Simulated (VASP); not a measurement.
# Y8Si16H (a cell with a defect) in VASP: further runs

Y8Si16H (a cell with a defect) is run at these levels: PBEsol; tasks: single point.

Everything below comes from runs of VASP 6.6.1. Logs are shortened: lines on timing, memory, paths and dates and some standing lists are left out, and cuts for length are marked.

**1. The cell of the first run**

The cell holds a defect, 25 atoms: a = 7.700 Å, b = 6.668 Å, c = 8.280 Å, α = 90.00°, β = 90.00°, γ = 90.00°.

**2. Single point, PBEsol**

Contents of INCAR:

```
SYSTEM = Y8Si16H
PREC     = Accurate       ! precision mode
ENCUT    = 520            ! plane-wave cutoff, eV
EDIFF    = 1E-7           ! SCF threshold, eV
ISMEAR   = -1             ! smearing method
SIGMA    = 0.05           ! smearing width, eV
LREAL    = Auto         
LASPH    = .TRUE.         ! aspherical terms in the spheres
NELM     = 80             ! most SCF steps
ALGO     = Normal         ! electronic algorithm
ISIF     = 2              ! what is computed and relaxed
LWAVE    = .FALSE.        ! write WAVECAR
LCHARG   = .TRUE.         ! write CHGCAR
GGA      = PS             ! functional
LELF     = .TRUE.         ! ELF
LVHAR    = .TRUE.       
NBANDS   = 94             ! bands
```

Contents of KPOINTS:

```
Automatic mesh
0
G
  2 3 2
  0 0 0
```

Contents of POSCAR:

```
Y8Si16H
1.0
   -3.8500000000     -6.6683960000      0.0000000000
    5.7750000000     -3.3341980000      0.0000000000
    0.0000000000      0.0000000000      8.2800000000
Y Si H
8 16 1
Direct
    0.7417379000      0.4829940978     -0.0058816425
    0.7335140066      0.5044205931      0.5089251208
    0.4722544311     -0.0274667429     -0.0308212560
    0.5198259150     -0.0323931129      0.5051086957
    0.2318586171      0.5317845326      0.0220531401
    0.2627086174      0.4677451389      0.5124516908
    0.0011124005     -0.0390852395     -0.0077898551
    0.0295922870      0.0402996199      0.4976328502
    0.5017933607      0.2986154873      0.1916062802
    0.5031314273      0.6592651074      0.2012801932
    0.5064249009      0.3160754750      0.7835144928
    0.5044295801      0.6492907157      0.7532487923
    0.2467161700      0.8186073168      0.2999758454
    0.2371958326      0.1657322867      0.2511473430
    0.2373902330      0.8075069086      0.7171980676
    0.2478450583      0.1448837185      0.7893840580
    0.0256570351      0.4120657290      0.2534420290
   -0.0463733989      0.7389891626      0.3096135266
    0.0359764142      0.3372310294      0.7522101449
   -0.0156154991      0.6825420482      0.7556280193
    0.7161624298      0.8994502779      0.2071980676
    0.7642232754      0.2178804520      0.2736473430
    0.7383067435      0.8577109892      0.7445410628
    0.7627929517      0.1865199764      0.7201811594
    0.5168879325      0.2708257213      0.5283212560
```

Potentials or basis: VASP PAW PBE potentials, release 64 (Y_sv, Si, H).

Run with:

```console
$ cat potpaw_PBE.64/Y_sv/POTCAR potpaw_PBE.64/Si/POTCAR potpaw_PBE.64/H/POTCAR > POTCAR
$ mpirun -np 1 vasp_std > vasp.out
```

OUTCAR:

```text
SYSTEM = Y8Si16H
   PREC = Accurate
   ENCUT = 520
   EDIFF = 1E-7
   ISMEAR = -1
   LREAL = Auto
   LASPH = .TRUE.
   NELM = 80
   ISIF = 2
   GGA = PS

 ion  position               nearest neighbor table
   1  0.742  0.483  0.994-  11 2.75   9 2.76  10 2.77  22 2.92  12 2.92  24 3.01  20 3.03  17 3.10
                            19 3.18  23 3.24  21 3.30  18 3.52   7 3.76   5 3.79   3 3.87   5 3.95
   2  0.734  0.504  0.509-  25 2.29  22 2.74  24 2.76  18 2.84  12 2.85  20 3.05  23 3.06  11 3.13
                            17 3.15  10 3.27  19 3.27   9 3.46   4 3.50  21 3.63   6 3.63   8 3.85
   3  0.472  0.973  0.969-  16 2.55  21 2.77  11 2.77  12 2.81  10 2.85   9 2.86  23 2.87  15 2.97
                            14 3.22  24 3.36  13 3.40   5 3.50   7 3.63   4 3.86   1 3.87   1 3.99
   4  0.520  0.968  0.505-  25 2.03  23 2.70  13 2.88  21 2.93  12 2.96  24 2.97  15 2.99  22 3.16
                            10 3.25  11 3.27  14 3.30  16 3.37   9 3.41   2 3.50   8 3.81   3 3.86
   5  0.232  0.532  0.022-  17 2.61  10 2.70   9 2.95  19 2.99  13 2.99  20 3.08  14 3.09  15 3.12
                            12 3.16  16 3.22  11 3.23   7 3.38  18 3.49   3 3.50   1 3.79   1 3.95
   6  0.263  0.468  0.512-  25 2.36  19 2.78  15 2.84  17 2.84  13 2.93  14 2.96  12 2.98  11 3.10
                            16 3.15  20 3.27   8 3.37  10 3.42   9 3.42  18 3.43   2 3.63   4 3.88
   7  0.001  0.961  0.992-  20 2.70  16 2.82  21 2.85  23 2.96  18 3.04  15 3.09  14 3.13  19 3.21
                            24 3.27  13 3.31   5 3.38  22 3.42   3 3.63  17 3.71   1 3.76   1 4.01
   8  0.030  0.040  0.498-  18 2.61  14 2.72  13 2.77  15 2.88  19 2.89  24 2.93  22 3.00  16 3.02
                            17 3.20  20 3.22  23 3.27   6 3.37  21 3.53   4 3.81   2 3.85   4 3.96
   9  0.502  0.299  0.192-  22 2.20  14 2.28  10 2.41   1 2.76   3 2.86   5 2.95  21 3.13   4 3.41
[... 27 lines left out ...]
  23  0.738  0.858  0.745-  24 2.21  20 2.23  12 2.28   4 2.70   3 2.87   7 2.96   2 3.06   1 3.24
                             8 3.27
  24  0.763  0.187  0.720-  23 2.21  11 2.22  19 2.35   2 2.76   8 2.93   4 2.97   1 3.01   7 3.27
                             3 3.36
  25  0.517  0.271  0.528-   4 2.03   2 2.29   6 2.36

  LATTYP: Found a simple orthorhombic cell.
 ALAT       =     6.6683957069
 B/A-ratio  =     1.1547005722
 C/A-ratio  =     1.2416779633

  Lattice vectors:

 A1 = (  -5.7750000000,   3.3341980000,   0.0000000000)
 A2 = (  -3.8500000000,  -6.6683960000,   0.0000000000)
 A3 = (   0.0000000000,   0.0000000000,   8.2800000000)

Analysis of symmetry for initial positions (statically):
=====================================================================
 Subroutine PRICEL returns:
 Original cell was already a primitive cell.

 Routine SETGRP: Setting up the symmetry group for a
 simple orthorhombic supercell.

 Subroutine GETGRP returns: Found  1 space group operations
 (whereof  1 operations were pure point group operations)
 out of a pool of  8 trial point group operations.

The static configuration has the point symmetry C_1 .

Analysis of symmetry for dynamics (positions and initial velocities):
=====================================================================
 Subroutine PRICEL returns:
 Original cell was already a primitive cell.

 Routine SETGRP: Setting up the symmetry group for a
 simple orthorhombic supercell.

 Subroutine GETGRP returns: Found  1 space group operations
 (whereof  1 operations were pure point group operations)
 out of a pool of  8 trial point group operations.

The dynamic configuration has the point symmetry C_1 .

 Subroutine INISYM returns: Found  1 space group operations
 (whereof  1 operations are pure point group operations),
 and found     1 'primitive' translations

----------------------------------------------------------------------------------------

                                     Primitive cell

  volume of cell :     425.1503

  direct lattice vectors                    reciprocal lattice vectors
    -3.850000000 -6.668396000  0.000000000    -0.064935065 -0.112470825  0.000000000
     5.775000000 -3.334198000  0.000000000     0.129870130 -0.074980550  0.000000000
     0.000000000  0.000000000  8.280000000     0.000000000  0.000000000  0.120772947

  length of vectors
     7.700000338  6.668395707  8.280000000     0.129870124  0.149961107  0.120772947

  position of ions in fractional coordinates (direct lattice)
     0.741737900  0.482994098  0.994118357
     0.733514007  0.504420593  0.508925121
     0.472254431  0.972533257  0.969178744
     0.519825915  0.967606887  0.505108696
     0.231858617  0.531784533  0.022053140
     0.262708617  0.467745139  0.512451691
[... 17 lines left out ...]
     0.762792952  0.186519976  0.720181159
     0.516887932  0.270825721  0.528321256

  ion indices of the primitive-cell ions
   primitive index   ion index
                 1           1
                 2           2
                 3           3
                 4           4
                 5           5
                 6           6
[... 17 lines left out ...]
                24          24
                25          25

----------------------------------------------------------------------------------------

 KPOINTS: Automatic mesh

Automatic generation of k-mesh.
 Grid dimensions read from file:
 generate k-points for:    2    3    2

 Generating k-lattice:

  Cartesian coordinates                     Fractional coordinates (reciprocal lattice)
    -0.032467532 -0.056235413  0.000000000     0.500000000  0.000000000  0.000000000
     0.043290043 -0.024993517  0.000000000     0.000000000  0.333333333  0.000000000
     0.000000000  0.000000000  0.060386473     0.000000000  0.000000000  0.500000000

  Length of vectors
     0.064935062  0.049987036  0.060386473

  Shift w.r.t. Gamma in fractional coordinates (k-lattice)
     0.000000000  0.000000000  0.000000000

 Subroutine IBZKPT returns following result:
 ===========================================

 Found      8 irreducible k-points:

 Following reciprocal coordinates:
            Coordinates               Weight
  0.000000  0.000000  0.000000      1.000000
  0.500000  0.000000  0.000000      1.000000
  0.000000  0.333333  0.000000      2.000000
  0.500000  0.333333  0.000000      2.000000
  0.000000  0.000000  0.500000      1.000000
  0.500000  0.000000  0.500000      1.000000
  0.000000  0.333333  0.500000      2.000000
  0.500000  0.333333  0.500000      2.000000
   k-points           NKPTS =      8   k-points in BZ     NKDIM =      8   number of bands    NBANDS=     94
   number of dos      NEDOS =    301   number of ions     NIONS =     25
   total plane-waves  NPLWV = 192000
   dimension x,y,z NGX =    60 NGY =   50 NGZ =   64
   dimension x,y,z NGXF=   120 NGYF=  100 NGZF=  128
   ions per type =               8  16   1
   NGX,Y,Z   is equivalent  to a cutoff of  12.95, 12.47, 12.85 a.u.
   NGXF,Y,Z  is equivalent  to a cutoff of  25.91, 24.93, 25.70 a.u.
 SYSTEM =  Y8Si16H
   PREC   = accura    normal or accurate (medium, high low for compatibility)
   ISTART =      0    job   : 0-new  1-cont  2-samecut
   ICHARG =      2    charge: 1-file 2-atom 10-const
   ISPIN  =      1    spin polarized calculation?
   LNONCOLLINEAR =      F non collinear calculations
   LSORBIT =      F    spin-orbit coupling
   LASPH  =      T    aspherical Exc in radial PAW
   ENCUT  =  520.0 eV  38.22 Ry    6.18 a.u.  14.32 12.40 15.40*2*pi/ulx,y,z
   NELM   =     80;   NELMIN=  2; NELMDL= -5     # of ELM steps
   EDIFF  = 0.1E-06   stopping-criterion for ELM
   LREAL  =      T    real-space projection
   EDIFFG = 0.1E-05   stopping-criterion for IOM
   NSW    =      0    number of steps for IOM
   IBRION =     -1    ionic relax: 0-MD 1-quasi-New 2-CG
   NFREE  =      0    steps in history (QN), initial steepest desc. (CG)
   ISIF   =      2    stress and relaxation
   ISYM   =      2    0-nonsym 1-usesym 2-fastsym
   POTIM  = 0.5000    time-step for ionic-motion
   TEBEG  =    0.0;   TEEND  =   0.0 temperature during run
   PSTRESS=    0.0 pullay stress
   NELECT =     153.0000    total number of electrons
   NUPDOWN=      -1.0000    fix difference up-down
   EMIN   =  10.00;   EMAX   =-10.00  energy-range for DOS
   EFERMI =   0.00;   METHOD = LEGACY
   ISMEAR =    -1;   SIGMA  =   0.05  broadening in eV -4-tet -1-fermi 0-gaus
   EFERMI_NEDOS =   21; number of points for ismear=-14 and -15
   IALGO  =     38    algorithm
   IMIX   =      4    mixing-type and parameters
     AMIX     =   0.40;   BMIX     =  1.00
     AMIX_MAG =   1.60;   BMIX_MAG =  1.00
  volume/ion in A,a.u.               =      17.01       114.76
  Fermi-wavevector in a.u.,A,eV,Ry     =   1.164460  2.200510 18.449045  1.355967
  Thomas-Fermi vector in A             =   2.300997
   LORBIT       =      0    0 simple, 1 ext, 2 COOP (PROOUT), +10 PAW based schemes
   GGA     = PS    functional components
   LHFCALC =     F    Hartree Fock is set to
   AEXX    =    0.0000 exact exchange contribution
   IVDW    =     0    specifies the selected vdW correction
   LEPSILON=     F    determine dielectric tensor
   LRPA    =     F    only Hartree local field effects (RPA)
 non-spin polarized calculation
  energy-cutoff  :      520.00
  volume of cell :      425.15
 maximum number of plane-waves:     11474
 NGX is ok and might be reduce to    60
   NGX = 29   NGY = 25   NGZ = 31

 number of electron     153.0000003 magnetization

 Free energy of the ion-electron system (eV)
  ---------------------------------------------------
  ext. energy  EPLUGINS =         0.00000000
  ---------------------------------------------------
  free energy    TOTEN  =      -158.06954257 eV

  energy without entropy =     -157.99316406  energy(sigma->0) =     -158.03135331

 E-fermi :   7.5913     XC(G=0): -10.9764

 val. band max:        7.5802302482   @ k =   0.0000   0.0000   0.0000
 cond. band min:       7.6254669916   @ k =   0.0000   0.0000   0.0000
 fundamental gap:      0.0452367434
 Fermi energy:         7.5912886761

 k-point     1 :       0.0000    0.0000    0.0000
  band No.  band energies     occupation
      1     -34.7256      2.00000
      2     -34.7002      2.00000
      3     -34.6772      2.00000
      4     -34.6541      2.00000
      5     -34.6330      2.00000
      6     -34.5820      2.00000
[... 717 lines left out ...]
     87       9.2524      0.00000
     88       9.3762      0.00000
 [bands above 88 left out]

------------------------ aborting loop because EDIFF is reached ----------------------------------------

  FORCE on cell =-STRESS in cart. coord.  units (eV):
  Direction    XX          YY          ZZ          XY          YZ          ZX
  --------------------------------------------------------------------------------------
  -------------------------------------------------------------------------------------
  Total       45.2195973     39.1664657     13.6111654     -0.7999346     -3.9457907      0.8921698
  in kB      170.4099026    147.5986965     51.2936318     -3.0145507    -14.8696991      3.3621390
  external PRESSURE =     123.1007436 kB  Pullay stress =       0.0000000 kB

 VOLUME and BASIS-vectors are now :
 -----------------------------------------------------------------------------
  energy-cutoff  :      520.00
  volume of cell :      425.15
      direct lattice vectors                 reciprocal lattice vectors
    -3.850000000 -6.668396000  0.000000000    -0.064935065 -0.112470825  0.000000000
     5.775000000 -3.334198000  0.000000000     0.129870130 -0.074980550  0.000000000
     0.000000000  0.000000000  8.280000000     0.000000000  0.000000000  0.120772947

 POSITION                                       TOTAL-FORCE (eV/Angst)
 -----------------------------------------------------------------------------------
     -0.06640     -6.55660      8.23130        -0.087243     -1.311221     -0.385400
      0.08900     -6.57320      4.21390         0.054721     -0.464398     -0.045713
      3.79820     -6.39180      8.02480        -0.965715     -0.571777      1.176193
      3.58660     -6.69260      4.18230         1.038033      0.311570     -0.988729
      2.17840     -3.31920      0.18260        -0.830338      0.213329     -1.881776
      1.68980     -3.31140      4.24310        -0.368729     -1.128498     -0.343764
[... 17 lines left out ...]
     -1.85960     -5.70850      5.96310        -0.627008     -1.177867      0.820588
     -0.42600     -4.34980      4.37450         1.197400     -0.194633      0.033255
 -----------------------------------------------------------------------------------
    total drift:                               -0.009869     -0.004262      0.008096

  FREE ENERGIE OF THE ION-ELECTRON SYSTEM (eV)
  ---------------------------------------------------
  free  energy   TOTEN  =      -158.0695425663 eV

  energy  without entropy=     -157.9931640573  energy(sigma->0) =     -158.03135331
```

Wall time 8.9 min (1 thread of Intel Xeon 6975P-C (Granite Rapids), shared host); peak memory 0.56 GiB.

What came out:

| Item | Value |
| --- | --- |
| Free energy | -158.0695 eV |
| Pressure | 12.3 GPa |
| Largest force | 3.307 eV/Å |
| Band gap on the k mesh | zero (an odd number of electrons rules out a gap without spin polarisation) |

Forces on the atoms (eV/Å):
```
Y   -0.087 -1.311 -0.385
Y    0.055 -0.464 -0.046
Y   -0.966 -0.572  1.176
Y    1.038  0.312 -0.989
Y   -0.830  0.213 -1.882
Y   -0.369 -1.128 -0.344
Y    1.924 -0.645  0.957
Y    0.789  0.644  1.663
Si   1.213  0.577  0.536
Si  -0.179  0.148  2.197
Si   0.541  1.202 -0.382
Si   0.627  0.458 -0.199
Si  -0.459 -0.052 -1.722
Si  -0.532 -0.298 -0.508
Si  -0.207 -2.153  0.546
Si  -0.887 -0.585 -1.329
Si   0.083  2.164  0.589
Si  -0.973  0.426 -1.297
Si   2.789  1.765  0.211
Si  -1.203  1.906 -0.099
Si  -1.066  0.229  0.061
Si  -0.870 -1.544  0.036
Si  -1.001  0.081  0.355
Si  -0.627 -1.178  0.821
H    1.197 -0.195  0.033
```

Levels at points of the mesh, in eV from the Fermi level:
```tsv
k point	band 73	band 74	band 75	band 76	band 77	band 78	band 79	band 80
(0.00, 0.00, 0.00)	-0.61	-0.46	-0.27	-0.01	0.03	0.08	0.26	0.49
(0.50, 0.00, 0.00)	-0.46	-0.11	-0.02	0.15	0.24	0.39	0.50	0.69
(0.00, 0.00, 0.50)	-0.53	-0.40	-0.27	-0.13	0.06	0.11	0.25	0.40
(0.50, 0.00, 0.50)	-0.67	-0.36	-0.19	-0.07	0.73	0.76	0.85	1.07
```

Caveat: the k points lie up to 0.41 Å⁻¹ apart, too coarse for converged energies and pressures of a metal; the PAW data sets were made with another functional, which shifts forces and pressure a little; an odd number of electrons without spin polarisation forces a metal; a magnetic or distorted state may lie lower.

**3. Single point, PBEsol**

Contents of INCAR:

```
SYSTEM = Y8Si16H
  PREC = Accurate
  ENCUT = 520
  EDIFF = 1E-6
  ISMEAR = -1
  SIGMA = 0.05
  LREAL = Auto
  LASPH = .True.
  NELM = 100
  ALGO = Normal
  ISIF = 2
  LWAVE = .False.
  LCHARG = .False.
  GGA = PS
  NBANDS = 94
```

Contents of KPOINTS:

```
regular mesh
0
Gamma
  2 3 2
  0 0 0
```

Contents of POSCAR:

```
Y8Si16H
1.0
   -3.8500000000     -6.6683960000      0.0000000000
    5.7750000000     -3.3341980000      0.0000000000
    0.0000000000      0.0000000000      8.2800000000
Y Si H
8 16 1
Direct
    0.7470584617      0.4809307493     -0.0112801932
    0.7325560636      0.5138945186      0.5129347826
    0.4690419461     -0.0415564515     -0.0339371981
    0.5229944049     -0.0390600071      0.4991183575
    0.2238000018      0.5391740272      0.0170048309
    0.2719746166      0.4609700907      0.5146739130
   -0.0011803314     -0.0372890521     -0.0034661836
    0.0364657841      0.0611936396      0.5103985507
    0.5003204683      0.2912439485      0.2015700483
    0.5121322501      0.6523305910      0.2323309179
    0.4933060247      0.3027234970      0.7746376812
    0.4923001638      0.6391784642      0.7499154589
    0.2462490976      0.8022959352      0.2831400966
    0.2413230639      0.1560681898      0.2343719807
    0.2534787229      0.8152195815      0.7194202899
    0.2549791732      0.1387133882      0.7653381643
    0.0089558399      0.4170354950      0.2660748792
   -0.0601706164      0.7503278142      0.2964855072
    0.0122215400      0.3500697713      0.7655072464
   -0.0198476139      0.6663526730      0.7547705314
    0.7108957969      0.9067443841      0.1960748792
    0.7826648950      0.2244259473      0.2711714976
    0.7373227868      0.8517909488      0.7506400966
    0.7662207218      0.1965800483      0.7294927536
    0.5649188404      0.2645606122      0.5520048309
```

Potentials or basis: VASP PAW PBE potentials, release 64 (Y_sv, Si, H).

Run with:

```console
$ cat potpaw_PBE.64/Y_sv/POTCAR potpaw_PBE.64/Si/POTCAR potpaw_PBE.64/H/POTCAR > POTCAR
$ mpirun -np 1 vasp_std > vasp.out
```

It took 7 min on 1 thread of Intel Xeon 6975P-C (Granite Rapids), shared host; peak memory 0.56 GiB.

It converged, with:

```
Free energy            : -158.6751 eV
Pressure               : 12.2 GPa
Largest force          : 2.207 eV/Å
Band gap on the k mesh : zero (an odd number of electrons rules out a gap without spin polarisation)
```

Forces in eV/Å, atoms in the order of the input:
```
Y    0.664  0.042  0.315
Y   -0.556 -0.727 -0.032
Y   -0.095 -0.569  1.383
Y    1.276  0.057 -0.768
Y   -1.785  0.152 -0.853
Y    0.253 -0.576 -0.680
Y    1.800 -0.983 -0.136
Y   -0.535  1.707 -0.451
Si   0.550 -1.011  0.146
Si  -0.623  0.546  0.649
Si   0.477 -1.018  0.287
Si  -0.448 -0.811  0.358
Si   0.897  0.230 -0.541
Si   0.248  0.837  0.380
Si  -0.113  1.715  0.130
Si   1.899  1.016 -0.479
Si  -0.535 -1.025  0.005
Si  -1.126 -0.534  0.005
Si  -2.050 -0.417  0.322
Si   1.388 -1.600 -0.330
Si   0.003  0.255  0.087
Si  -0.671  1.351  0.007
Si  -0.356 -0.050 -0.107
Si  -1.481  0.955  0.378
H    0.922  0.457 -0.074
```

Stress tensor (GPa, compression positive):
```
15.68 -1.18 -0.03
-1.18 16.68 -2.52
-0.03 -2.52  4.26
```

Levels at points of the mesh, in eV from the Fermi level:
```csv
k point,band 73,band 74,band 75,band 76,band 77,band 78,band 79,band 80
"(0.00, 0.00, 0.00)",-0.62,-0.56,-0.31,-0.10,0.12,0.14,0.31,0.47
"(0.50, 0.00, 0.00)",-0.34,-0.28,-0.05,0.10,0.26,0.43,0.57,0.61
"(0.00, 0.00, 0.50)",-0.50,-0.37,-0.28,-0.17,-0.07,0.10,0.21,0.36
"(0.50, 0.00, 0.50)",-0.58,-0.16,-0.08,0.05,0.73,0.86,0.94,1.01
```

Caveat: the k points lie up to 0.41 Å⁻¹ apart, too coarse for converged energies and pressures of a metal; the PAW data sets were made with another functional, which shifts forces and pressure a little; an odd number of electrons without spin polarisation forces a metal; a magnetic or distorted state may lie lower.

The gap in the log of VASP goes by the Fermi energy; the results here count the filled bands.